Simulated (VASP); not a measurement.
# As in VASP: single point with PBE0

Aim: the single point of As with PBE0.

Program: VASP 6.6.1. These are calculated values, not measurements. Logs are shortened: lines on timing, memory, paths and dates and some standing lists are left out, and cuts for length are marked.

### 1 The cell of the first run

The typed cell holds 1 atom: a = 2.746 Å, b = 2.746 Å, c = 2.634 Å, α = 88.87°, β = 88.87°, γ = 91.83°.

### 2 Single point, PBE0

POSCAR reads:

```
As
1.0
    2.7455904375     -0.0469639566      0.0239620552
   -0.0411115811      2.7457162022      0.0230736749
    0.0295885271      0.0301621039      2.6333067122
As
1
Direct
    0.5000000000      0.5000000000      0.5000000000
```

INCAR.step1 reads:

```
ALGO = Normal ; EDIFF = 1E-5
ENCUT = 400 ; GGA = PE
GGA_COMPAT = F ; ISIF = 2
ISMEAR = -1 ; LASPH = T
LCHARG = F ; LREAL = F
LWAVE = T ; NBANDS = 8
NELM = 120 ; PREC = Accurate
SIGMA = 0.05
```

INCAR.step2 reads:

```
AEXX = 0.25 ; ALGO = Normal
EDIFF = 1E-6 ; ENCUT = 400
GGA = PE ; GGA_COMPAT = F
ISIF = 2 ; ISMEAR = -1
ISTART = 1 ; LASPH = T
LCHARG = F ; LHFCALC = T
LREAL = F ; LWAVE = F
NBANDS = 8 ; NELM = 120
PREC = Accurate ; PRECFOCK = Normal
SIGMA = 0.05
```

KPOINTS reads:

```
k-points
0
Gamma
  5 5 6
```

Potentials or basis: VASP PAW PBE potentials, release 64 (As).

Launch:

```sh
cat potpaw_PBE.64/As/POTCAR > POTCAR
cp INCAR.step1 INCAR
mpirun -np 1 vasp_std > vasp.out
cp INCAR.step2 INCAR
mpirun -np 1 vasp_std > vasp.out
```

OUTCAR:

```text
AEXX = 0.25
   EDIFF = 1E-6
   ENCUT = 400
   GGA = PE
   ISIF = 2
   ISMEAR = -1
   ISTART = 1
   LASPH = T
   LHFCALC = T
   LREAL = F
   NELM = 120
   PREC = Accurate
   PRECFOCK = Normal

 ion  position               nearest neighbor table
   1  0.500  0.500  0.500-

  LATTYP: Found a triclinic cell.
 ALAT       =     2.7460966195
 B/A-ratio  =     1.4366651592
 C/A-ratio  =     1.7121529016
 COS(alpha) =     0.0000230359
 COS(beta)  =     0.5764425866
 COS(gamma) =     0.7183264242

  Lattice vectors:

 A1 = (  -2.7455904375,   0.0469639566,  -0.0239620552)
 A2 = (  -2.7867020186,   2.7926801588,  -0.0008883803)
 A3 = (  -2.7340673835,  -2.7289143495,  -2.6803424423)

Analysis of symmetry for initial positions (statically):
=====================================================================
 Subroutine PRICEL returns:
 Original cell was already a primitive cell.

 Routine SETGRP: Setting up the symmetry group for a
 triclinic supercell.

 Subroutine GETGRP returns: Found  2 space group operations
 (whereof  2 operations were pure point group operations)
 out of a pool of  2 trial point group operations.

The static configuration has the point symmetry S_2 .

Analysis of symmetry for dynamics (positions and initial velocities):
=====================================================================
 Subroutine PRICEL returns:
 Original cell was already a primitive cell.

 Routine SETGRP: Setting up the symmetry group for a
 triclinic supercell.

 Subroutine GETGRP returns: Found  2 space group operations
 (whereof  2 operations were pure point group operations)
 out of a pool of  2 trial point group operations.

The dynamic configuration has the point symmetry S_2 .

 Subroutine INISYM returns: Found  2 space group operations
 (whereof  2 operations are pure point group operations),
 and found     1 'primitive' translations

----------------------------------------------------------------------------------------

                                     Primitive cell

  volume of cell :      19.8425

  direct lattice vectors                    reciprocal lattice vectors
     2.745590438 -0.046963957  0.023962055     0.364350575  0.005490349 -0.004156826
    -0.041111581  2.745716202  0.023073675     0.006269039  0.364333227 -0.004243542
     0.029588527  0.030162104  2.633306712    -0.003370378 -0.003242337  0.379825683

  length of vectors
     2.746096620  2.746120904  2.633645662     0.364415648  0.364411867  0.379854474

  position of ions in fractional coordinates (direct lattice)
     0.500000000  0.500000000  0.500000000

  ion indices of the primitive-cell ions
   primitive index   ion index
                 1           1

----------------------------------------------------------------------------------------

 KPOINTS: k-points

Automatic generation of k-mesh.
 Grid dimensions read from file:
 generate k-points for:    5    5    6

 Generating k-lattice:

  Cartesian coordinates                     Fractional coordinates (reciprocal lattice)
     0.072870115  0.001098070 -0.000831365     0.200000000 -0.000000000 -0.000000000
     0.001253808  0.072866645 -0.000848708     0.000000000  0.200000000 -0.000000000
    -0.000561730 -0.000540389  0.063304280     0.000000000  0.000000000  0.166666667

  Length of vectors
     0.072883130  0.072882373  0.063309079

  Shift w.r.t. Gamma in fractional coordinates (k-lattice)
     0.000000000  0.000000000  0.000000000

 Subroutine IBZKPT returns following result:
 ===========================================

 Found     76 irreducible k-points:

 Following reciprocal coordinates:
            Coordinates               Weight
  0.000000  0.000000  0.000000      1.000000
  0.200000  0.000000 -0.000000      2.000000
  0.400000  0.000000 -0.000000      2.000000
  0.000000  0.200000 -0.000000      2.000000
  0.200000  0.200000 -0.000000      2.000000
  0.400000  0.200000 -0.000000      2.000000
[... 16 lines left out ...]
 -0.200000  0.200000  0.166667      2.000000
 -0.000000  0.400000  0.166667      2.000000
 [... further k-points ...]
   k-points           NKPTS =     76   k-points in BZ     NKDIM =    150   number of bands    NBANDS=      8
   number of dos      NEDOS =    301   number of ions     NIONS =      1
   total plane-waves  NPLWV =   5832
   dimension x,y,z NGX =    18 NGY =   18 NGZ =   18
   dimension x,y,z NGXF=    36 NGYF=   36 NGZF=   36
   ions per type =               1
   NGX,Y,Z   is equivalent  to a cutoff of  10.90, 10.90, 11.36 a.u.
   NGXF,Y,Z  is equivalent  to a cutoff of  21.79, 21.79, 22.72 a.u.
 SYSTEM =  unknown system
   PREC   = accura    normal or accurate (medium, high low for compatibility)
   ISTART =      1    job   : 0-new  1-cont  2-samecut
   ICHARG =      0    charge: 1-file 2-atom 10-const
   ISPIN  =      1    spin polarized calculation?
   LNONCOLLINEAR =      F non collinear calculations
   LSORBIT =      F    spin-orbit coupling
   LASPH  =      T    aspherical Exc in radial PAW
   ENCUT  =  400.0 eV  29.40 Ry    5.42 a.u.   4.48  4.48  4.29*2*pi/ulx,y,z
   NELM   =    120;   NELMIN=  2; NELMDL=  0     # of ELM steps
   EDIFF  = 0.1E-05   stopping-criterion for ELM
   LREAL  =      F    real-space projection
   EDIFFG = 0.1E-04   stopping-criterion for IOM
   NSW    =      0    number of steps for IOM
   IBRION =     -1    ionic relax: 0-MD 1-quasi-New 2-CG
   NFREE  =      0    steps in history (QN), initial steepest desc. (CG)
   ISIF   =      2    stress and relaxation
   ISYM   =      3    0-nonsym 1-usesym 2-fastsym
   POTIM  = 0.5000    time-step for ionic-motion
   TEBEG  =    0.0;   TEEND  =   0.0 temperature during run
   PSTRESS=    0.0 pullay stress
   NELECT =       5.0000    total number of electrons
   NUPDOWN=      -1.0000    fix difference up-down
   EMIN   =  10.00;   EMAX   =-10.00  energy-range for DOS
   EFERMI =   0.00;   METHOD = LEGACY
   ISMEAR =    -1;   SIGMA  =   0.05  broadening in eV -4-tet -1-fermi 0-gaus
   EFERMI_NEDOS =   21; number of points for ismear=-14 and -15
   IALGO  =     38    algorithm
   IMIX   =      1    mixing-type and parameters
     AMIX     =   0.40;   BMIX     =  1.00
     AMIX_MAG =   1.60;   BMIX_MAG =  1.00
  volume/ion in A,a.u.               =      19.84       133.90
  Fermi-wavevector in a.u.,A,eV,Ry     =   1.034029  1.954032 14.547578  1.069217
  Thomas-Fermi vector in A             =   2.168305
   LORBIT       =      0    0 simple, 1 ext, 2 COOP (PROOUT), +10 PAW based schemes
   GGA     = PE    functional components
   LHFCALC =     T    Hartree Fock is set to
   PRECFOCK=normal    Normal, Fast or Accurate (Low or Medium for compatibility)
   ENCUT4O =  -1.0   cutoff for four orbital integrals eV
   NKREDX  =     1    reduce k-point grid by
   NKREDY  =     1    reduce k-point grid by
   NKREDZ  =     1    reduce k-point grid by
   AEXX    =    0.2500 exact exchange contribution
   HFSCREEN=    0.0000 screening length (either q_TF or 0.3 A-1)
   HFSCREENC=   0.0000 screening length for correlation (either q_TF or 0.3 A-1)
   ENCUTFOCK=  -1.0 apply spherical cutoff to Coloumb kernel
   IVDW    =     0    specifies the selected vdW correction
   LEPSILON=     F    determine dielectric tensor
   LRPA    =     F    only Hartree local field effects (RPA)
 non-spin polarized calculation
  energy-cutoff  :      400.00
  volume of cell :       19.84
 maximum number of plane-waves:       376
 NGX is ok and might be reduce to    18
  NGX = 14; NGY = 14; NGZ = 14

 number of electron       5.0000001 magnetization

 Free energy of the ion-electron system (eV)
  ---------------------------------------------------
  ext. energy  EPLUGINS =         0.00000000
  ---------------------------------------------------
  free energy    TOTEN  =        -5.95135673 eV

  energy without entropy =       -5.95134563  energy(sigma->0) =       -5.95135118

 E-fermi :   5.9635     XC(G=0):  -8.2476

 val. band max:        5.5365143795   @ k =   0.4000  -0.4000   0.3333
 cond. band min:       6.3771964708   @ k =   0.4000   0.4000   0.3333
 fundamental gap:      0.8406820913
 Fermi energy:         5.9634873568

 k-point     1 :       0.0000    0.0000    0.0000
  band No.  band energies     occupation
      1     -11.4032      2.00000
      2      10.1183      0.00000
      3      10.3851      0.00000
      4      12.0565      0.00000
      5      14.8087      0.00000
      6      15.2457      0.00000
      7      17.7581      0.00000
      8      31.2108      0.00000

 k-point     2 :       0.2000    0.0000   -0.0000
  band No.  band energies     occupation
      1     -10.6396      2.00000
      2       3.9458      2.00000
      3      10.9174      0.00000
      4      12.6676      0.00000
      5      15.7615      0.00000
      6      17.9948      0.00000
      7      21.8994      0.00000
      8      25.9662      0.00000

 k-point     3 :       0.4000    0.0000   -0.0000
  band No.  band energies     occupation
      1      -8.7126      2.00000
      2      -1.4973      2.00000
      3      12.3758      0.00000
      4      13.9968      0.00000
      5      17.4376      0.00000
      6      20.1390      0.00000
      7      21.7985      0.00000
      8      23.2936      0.00000

 k-point     4 :       0.0000    0.2000   -0.0000
  band No.  band energies     occupation
      1     -10.6396      2.00000
      2       3.9456      2.00000
      3      10.9177      0.00000
      4      12.6677      0.00000
      5      15.7618      0.00000
      6      17.9949      0.00000
      7      21.8989      0.00000
      8      25.9664      0.00000

 k-point     5 :       0.2000    0.2000   -0.0000
  band No.  band energies     occupation
      1      -9.8348      2.00000
      2       4.3474      2.00000
      3       4.7750      2.00000
      4      13.2928      0.00000
      5      18.2338      0.00000
      6      20.3674      0.00000
      7      22.6863      0.00000
      8      24.1903      0.00000

 k-point     6 :       0.4000    0.2000   -0.0000
  band No.  band energies     occupation
      1      -7.8874      2.00000
      2      -0.8406      2.00000
      3       7.0051      0.00000
      4      14.6077      0.00000
      5      15.6359      0.00000
      6      20.3674      0.00000
      7      24.0484      0.00000
      8      24.5156      0.00000

 k-point     7 :      -0.4000    0.2000    0.0000
  band No.  band energies     occupation
      1      -7.9885      2.00000
      2      -0.6418      2.00000
      3       7.3861      0.00000
      4      14.5696      0.00000
      5      14.9300      0.00000
      6      20.2213      0.00000
      7      23.9349      0.00000
      8      24.2823      0.00000
[... 133 lines left out ...]
 k-point    20 :       0.2000    0.2000    0.1667
  band No.  band energies     occupation
      1      -9.2700      2.00000
      2       5.0481      2.00000
      3       5.3886      1.99998
      4       8.8139      0.00000
      5      20.2972      0.00000
      6      22.0819      0.00000
      7      22.3734      0.00000
      8      23.1128      0.00000

 k-point    21 :       0.4000    0.2000    0.1667
  band No.  band energies     occupation
      1      -7.3233      2.00000
      2      -0.2102      2.00000
      3       7.5303      0.00000
      4      10.4148      0.00000
      5      16.2425      0.00000
      6      18.0560      0.00000
      7      23.4587      0.00000
      8      24.4294      0.00000

 k-point    22 :      -0.4000    0.2000    0.1667
  band No.  band energies     occupation
      1      -7.3656      2.00000
      2      -0.1196      2.00000
      3       7.9168      0.00000
      4      10.1456      0.00000
      5      15.5178      0.00000
      6      18.5985      0.00000
      7      23.4840      0.00000
      8      24.3100      0.00000

 k-point    23 :      -0.2000    0.2000    0.1667
  band No.  band energies     occupation
      1      -9.3031      2.00000
      2       5.1668      2.00000
      3       6.4314      0.00017
      4       8.5453      0.00000
      5      19.3775      0.00000
      6      21.8478      0.00000
      7      22.6111      0.00000
      8      23.1326      0.00000

 k-point    24 :      -0.0000    0.4000    0.1667
  band No.  band energies     occupation
      1      -8.1242      2.00000
      2      -0.8289      2.00000
      3       9.3887      0.00000
      4      12.8916      0.00000
      5      16.9215      0.00000
      6      18.8892      0.00000
      7      22.2774      0.00000
      8      23.6526      0.00000

 [... further k-points ...]

------------------------ aborting loop because EDIFF is reached ----------------------------------------

  FORCE on cell =-STRESS in cart. coord.  units (eV):
  Direction    XX          YY          ZZ          XY          YZ          ZX
  --------------------------------------------------------------------------------------
  -------------------------------------------------------------------------------------
  Total       -0.0687108     -0.0688715     -0.0930590     -0.0012738     -0.0034603     -0.0040561
  in kB       -5.5480419     -5.5610179     -7.5140299     -0.1028493     -0.2794024     -0.3275114
  external PRESSURE =      -6.2076965 kB  Pullay stress =       0.0000000 kB

 VOLUME and BASIS-vectors are now :
 -----------------------------------------------------------------------------
  energy-cutoff  :      400.00
  volume of cell :       19.84
      direct lattice vectors                 reciprocal lattice vectors
     2.745590438 -0.046963957  0.023962055     0.364350575  0.005490349 -0.004156826
    -0.041111581  2.745716202  0.023073675     0.006269039  0.364333227 -0.004243542
     0.029588527  0.030162104  2.633306712    -0.003370378 -0.003242337  0.379825683

 POSITION                                       TOTAL-FORCE (eV/Angst)
 -----------------------------------------------------------------------------------
      1.36703      1.36446      1.34017        -0.000000     -0.000000      0.000000
 -----------------------------------------------------------------------------------
    total drift:                               -0.000000      0.000000     -0.000000

  FREE ENERGIE OF THE ION-ELECTRON SYSTEM (eV)
  ---------------------------------------------------
  free  energy   TOTEN  =        -5.9513567315 eV

  energy  without entropy=       -5.9513456258  energy(sigma->0) =       -5.95135118
```

It took 7.6 min on 1 thread of AMD EPYC 7R13, shared host; peak memory 0.1 GiB.

What came out:

```
Free energy            : -5.9514 eV
Pressure               : -0.6 GPa
Band gap on the k mesh : zero (an odd number of electrons rules out a gap without spin polarisation)
```

Levels at points of the mesh, in eV from the Fermi level:
| k point | band 1 | band 2 | band 3 | band 4 | band 5 | band 6 |
| --- | --- | --- | --- | --- | --- | --- |
| (0.00, 0.00, 0.00) | -17.37 | 4.15 | 4.42 | 6.09 | 8.85 | 9.28 |
| (0.00, 0.00, 0.50) | -13.36 | -8.53 | 7.20 | 7.42 | 12.13 | 14.71 |

Caveat: the k points lie up to 0.46 Å⁻¹ apart, too coarse for converged energies and pressures of a metal; the PAW data sets were made with another functional, which shifts forces and pressure a little; an odd number of electrons without spin polarisation forces a metal; a magnetic or distorted state may lie lower.

The gap in the log of VASP goes by the Fermi energy; the results here count the filled bands.